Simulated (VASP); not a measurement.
# Ga (P-6m2) in VASP: notebook, part 2 of 3

VASP 6.6.1. Earlier steps stand in the parts before.

### 3 Single point, PBE

This run uses another cell than the first one, of 21.16 Å³/atom.

INCAR reads:

```
SYSTEM = Ga
PREC = Accurate
ENCUT = 520
EDIFF = 1E-6
ISMEAR = 0
SIGMA = 0.1
LREAL = .False.
LASPH = .True.
NELM = 60
ALGO = Fast
ISIF = 2
LWAVE = .False.
LCHARG = .True.
GGA = PE
LELF = .True.
LVHAR = .True.
NBANDS = 26
```

KPOINTS reads:

```
regular mesh
0
Gamma
  6 6 4
  0 0 0
```

POSCAR reads:

```
Ga
1.0
    3.4103427468      0.0000000029      0.0000000000
   -1.7051713759      2.9534434529      0.0000000000
    0.0000000000      0.0000000000      6.3038935389
Ga
3
Direct
    0.6666666667      0.3333333333      0.7067478541
    0.6666666667      0.3333333333      0.2932521459
    0.0000000000      0.0000000000      0.0000000000
```

Potentials or basis: VASP PAW PBE potentials, release 64 (Ga_d).

On the command line:

```console
> cat potpaw_PBE.64/Ga_d/POTCAR > POTCAR
> mpirun -np 1 vasp_std > vasp.out
```

OUTCAR:

```text
SYSTEM = Ga
   PREC = Accurate
   ENCUT = 520
   EDIFF = 1E-6
   ISMEAR = 0
   LREAL = .False.
   LASPH = .True.
   NELM = 60
   ISIF = 2
   GGA = PE

 ion  position               nearest neighbor table
   1  0.667  0.333  0.707-   2 2.61   3 2.70   3 2.70   3 2.70
   2  0.667  0.333  0.293-   1 2.61   3 2.70   3 2.70   3 2.70
   3  0.000  0.000  0.000-   1 2.70   2 2.70   1 2.70   2 2.70   1 2.70   2 2.70

  LATTYP: Found a hexagonal cell.
 ALAT       =     3.4103427468
 C/A-ratio  =     1.8484633384

  Lattice vectors:

 A1 = (   3.4103427468,   0.0000000029,   0.0000000000)
 A2 = (  -1.7051713759,   2.9534434529,   0.0000000000)
 A3 = (   0.0000000000,   0.0000000000,   6.3038935389)

Analysis of symmetry for initial positions (statically):
=====================================================================
 Subroutine PRICEL returns:
 Original cell was already a primitive cell.

 Routine SETGRP: Setting up the symmetry group for a
 hexagonal supercell.

 Subroutine GETGRP returns: Found 12 space group operations
 (whereof 12 operations were pure point group operations)
 out of a pool of 24 trial point group operations.

The static configuration has the point symmetry D_3h.

Analysis of symmetry for dynamics (positions and initial velocities):
=====================================================================
 Subroutine PRICEL returns:
 Original cell was already a primitive cell.

 Routine SETGRP: Setting up the symmetry group for a
 hexagonal supercell.

 Subroutine GETGRP returns: Found 12 space group operations
 (whereof 12 operations were pure point group operations)
 out of a pool of 24 trial point group operations.

The dynamic configuration has the point symmetry D_3h.

 Subroutine INISYM returns: Found 12 space group operations
 (whereof 12 operations are pure point group operations),
 and found     1 'primitive' translations

----------------------------------------------------------------------------------------

                                     Primitive cell

  volume of cell :      63.4944

  direct lattice vectors                    reciprocal lattice vectors
     3.410342747  0.000000003  0.000000000     0.293225659  0.169293914  0.000000000
    -1.705171376  2.953443453  0.000000000    -0.000000000  0.338587827  0.000000000
     0.000000000  0.000000000  6.303893539     0.000000000  0.000000000  0.158632121

  length of vectors
     3.410342747  3.410342747  6.303893539     0.338587827  0.338587827  0.158632121

  position of ions in fractional coordinates (direct lattice)
     0.666666667  0.333333333  0.706747854
     0.666666667  0.333333333  0.293252146
     0.000000000  0.000000000  0.000000000

  ion indices of the primitive-cell ions
   primitive index   ion index
                 1           1
                 2           2
                 3           3

----------------------------------------------------------------------------------------

 KPOINTS: regular mesh

Automatic generation of k-mesh.
 Grid dimensions read from file:
 generate k-points for:    6    6    4

 Generating k-lattice:

  Cartesian coordinates                     Fractional coordinates (reciprocal lattice)
     0.048870943  0.028215652  0.000000000     0.166666667  0.000000000  0.000000000
    -0.000000000  0.056431304  0.000000000    -0.000000000  0.166666667  0.000000000
     0.000000000  0.000000000  0.039658030     0.000000000  0.000000000  0.250000000

  Length of vectors
     0.056431304  0.056431304  0.039658030

  Shift w.r.t. Gamma in fractional coordinates (k-lattice)
     0.000000000  0.000000000  0.000000000

 Subroutine IBZKPT returns following result:
 ===========================================

 Found     21 irreducible k-points:

 Following reciprocal coordinates:
            Coordinates               Weight
  0.000000  0.000000  0.000000      1.000000
  0.166667  0.000000  0.000000      6.000000
  0.333333  0.000000  0.000000      6.000000
  0.500000  0.000000  0.000000      3.000000
  0.166667  0.166667  0.000000      6.000000
  0.333333  0.166667  0.000000     12.000000
[... 13 lines left out ...]
  0.333333  0.166667  0.500000     12.000000
  0.333333  0.333333  0.500000      2.000000
   k-points           NKPTS =     21   k-points in BZ     NKDIM =     21   number of bands    NBANDS=     26
   number of dos      NEDOS =    301   number of ions     NIONS =      3
   total plane-waves  NPLWV =  37632
   dimension x,y,z NGX =    28 NGY =   28 NGZ =   48
   dimension x,y,z NGXF=    56 NGYF=   56 NGZF=   96
   ions per type =               3
   NGX,Y,Z   is equivalent  to a cutoff of  13.65, 13.65, 12.66 a.u.
   NGXF,Y,Z  is equivalent  to a cutoff of  27.30, 27.30, 25.32 a.u.
 SYSTEM =  Ga
   PREC   = accura    normal or accurate (medium, high low for compatibility)
   ISTART =      0    job   : 0-new  1-cont  2-samecut
   ICHARG =      2    charge: 1-file 2-atom 10-const
   ISPIN  =      1    spin polarized calculation?
   LNONCOLLINEAR =      F non collinear calculations
   LSORBIT =      F    spin-orbit coupling
   LASPH  =      T    aspherical Exc in radial PAW
   ENCUT  =  520.0 eV  38.22 Ry    6.18 a.u.   6.34  6.34 11.72*2*pi/ulx,y,z
   NELM   =     60;   NELMIN=  2; NELMDL= -5     # of ELM steps
   EDIFF  = 0.1E-05   stopping-criterion for ELM
   LREAL  =      F    real-space projection
   EDIFFG = 0.1E-04   stopping-criterion for IOM
   NSW    =      0    number of steps for IOM
[... 5 lines left out ...]
   TEBEG  =    0.0;   TEEND  =   0.0 temperature during run
   PSTRESS=    0.0 pullay stress
   NELECT =      39.0000    total number of electrons
   NUPDOWN=      -1.0000    fix difference up-down
   EMIN   =  10.00;   EMAX   =-10.00  energy-range for DOS
   EFERMI =   0.00;   METHOD = LEGACY
   ISMEAR =     0;   SIGMA  =   0.10  broadening in eV -4-tet -1-fermi 0-gaus
   EFERMI_NEDOS =   21; number of points for ismear=-14 and -15
   IALGO  =     68    algorithm
   IMIX   =      4    mixing-type and parameters
     AMIX     =   0.40;   BMIX     =  1.00
     AMIX_MAG =   1.60;   BMIX_MAG =  1.00
  volume/ion in A,a.u.               =      21.16       142.83
  Fermi-wavevector in a.u.,A,eV,Ry     =   1.391611  2.629763 26.348786  1.936581
  Thomas-Fermi vector in A             =   2.515433
   LORBIT       =      0    0 simple, 1 ext, 2 COOP (PROOUT), +10 PAW based schemes
   GGA     = PE    functional components
   LHFCALC =     F    Hartree Fock is set to
   AEXX    =    0.0000 exact exchange contribution
   IVDW    =     0    specifies the selected vdW correction
   LEPSILON=     F    determine dielectric tensor
   LRPA    =     F    only Hartree local field effects (RPA)
 non-spin polarized calculation
 RMM-DIIS sequential band-by-band and
 Gauss-broadening in eV      SIGMA  =   0.10
  energy-cutoff  :      520.00
  volume of cell :       63.49
 maximum number of plane-waves:      1727
 NGX is ok and might be reduce to    28
   NGX = 13   NGY = 13   NGZ = 23

 number of electron      38.9999988 magnetization

 Free energy of the ion-electron system (eV)
  ---------------------------------------------------
  ext. energy  EPLUGINS =         0.00000000
  ---------------------------------------------------
  free energy    TOTEN  =        -8.38327212 eV

  energy without entropy =       -8.36866116  energy(sigma->0) =       -8.37596664

 E-fermi :   4.2633     XC(G=0): -10.3270

 val. band max:        4.2573917392   @ k =   0.3333   0.1667   0.2500
 cond. band min:       4.2706571915   @ k =   0.3333   0.3333   0.2500
 fundamental gap:      0.0132654523
 Fermi energy:         4.2632737561

 k-point     1 :       0.0000    0.0000    0.0000
  band No.  band energies     occupation
      1     -10.6129      2.00000
      2     -10.5369      2.00000
      3     -10.5369      2.00000
      4     -10.5310      2.00000
      5     -10.5310      2.00000
      6     -10.4262      2.00000
[... 18 lines left out ...]
     25      12.5495      0.00000
     26      12.7625      0.00000
[... 557 lines left out ...]
      4     -10.4494      2.00000
      5     -10.4318      2.00000
      6     -10.4040      2.00000
[... 18 lines left out ...]
     25       9.7678      0.00000
     26       9.8172      0.00000

------------------------ aborting loop because EDIFF is reached ----------------------------------------

  FORCE on cell =-STRESS in cart. coord.  units (eV):
  Direction    XX          YY          ZZ          XY          YZ          ZX
  --------------------------------------------------------------------------------------
  -------------------------------------------------------------------------------------
  Total        0.0518506      0.0518506      0.1615588      0.0000000      0.0000000      0.0000000
  in kB        1.3083649      1.3083649      4.0766709      0.0000000      0.0000000      0.0000000
  external PRESSURE =       2.2311336 kB  Pullay stress =       0.0000000 kB

 VOLUME and BASIS-vectors are now :
 -----------------------------------------------------------------------------
  energy-cutoff  :      520.00
  volume of cell :       63.49
      direct lattice vectors                 reciprocal lattice vectors
     3.410342747  0.000000003  0.000000000     0.293225659  0.169293914  0.000000000
    -1.705171376  2.953443453  0.000000000    -0.000000000  0.338587827  0.000000000
     0.000000000  0.000000000  6.303893539     0.000000000  0.000000000  0.158632121

 POSITION                                       TOTAL-FORCE (eV/Angst)
 -----------------------------------------------------------------------------------
      1.70517      0.98448      4.45526        -0.000000     -0.000000     -0.033942
      1.70517      0.98448      1.84863        -0.000000      0.000000      0.033942
      0.00000      0.00000      0.00000         0.000000     -0.000000     -0.000000
 -----------------------------------------------------------------------------------
    total drift:                               -0.000003      0.000002      0.000000

  FREE ENERGIE OF THE ION-ELECTRON SYSTEM (eV)
  ---------------------------------------------------
  free  energy   TOTEN  =        -8.3832721236 eV

  energy  without entropy=       -8.3686611585  energy(sigma->0) =       -8.37596664
```

OSZICAR:

```text
N       E                     dE             d eps       ncg     rms          rms(c)
DAV:   1     0.225683715525E+03    0.22568E+03   -0.19882E+04  1180   0.271E+03
DAV:   2     0.148819912431E+02   -0.21080E+03   -0.20716E+03  1124   0.454E+02
DAV:   3    -0.794255222820E+01   -0.22825E+02   -0.22594E+02  1260   0.127E+02
DAV:   4    -0.849273076144E+01   -0.55018E+00   -0.54940E+00  1304   0.217E+01
DAV:   5    -0.850199917281E+01   -0.92684E-02   -0.92675E-02  1334   0.293E+00    0.180E+00
RMM:   6    -0.839987642773E+01    0.10212E+00   -0.14027E-01  1419   0.377E+00    0.951E-01
RMM:   7    -0.838526182558E+01    0.14615E-01   -0.40997E-02  1474   0.178E+00    0.355E-01
RMM:   8    -0.838317700903E+01    0.20848E-02   -0.58837E-03  1628   0.699E-01    0.410E-02
RMM:   9    -0.838325143488E+01   -0.74426E-04   -0.12845E-03  1623   0.325E-01    0.198E-02
RMM:  10    -0.838326516394E+01   -0.13729E-04   -0.21488E-04  1686   0.134E-01    0.123E-02
RMM:  11    -0.838327180016E+01   -0.66362E-05   -0.43285E-05  1579   0.645E-02    0.372E-03
RMM:  12    -0.838327212578E+01   -0.32562E-06   -0.14162E-05  1524   0.358E-02    0.138E-03
RMM:  13    -0.838327212362E+01    0.21655E-08   -0.34308E-06   977   0.171E-02
   1 F= -.83832721E+01 E0= -.83759666E+01  d E =-.146110E-01
```

Wall time 48 s (1 thread of Intel Xeon Platinum 8275CL at 3.00GHz (Skylake/Cascade Lake), shared host); peak memory 0.18 GiB.

What came out:

| Item | Value |
| --- | --- |
| Free energy | -8.3833 eV |
| Pressure | 0.2 GPa |
| Largest force | 0.034 eV/Å |
| Band gap on the k mesh | zero (an odd number of electrons rules out a gap without spin polarisation) |

Forces in eV/Å, atoms in the order of the input:
```
Ga   0.000  0.000 -0.034
Ga   0.000  0.000  0.034
Ga   0.000  0.000  0.000
```

Stress tensor (GPa, compression positive):
```
0.13 0.00 0.00
0.00 0.13 0.00
0.00 0.00 0.41
```

(Part 2 of 3 ends here.)

The gap in the log of VASP goes by the Fermi energy; the results here count the filled bands.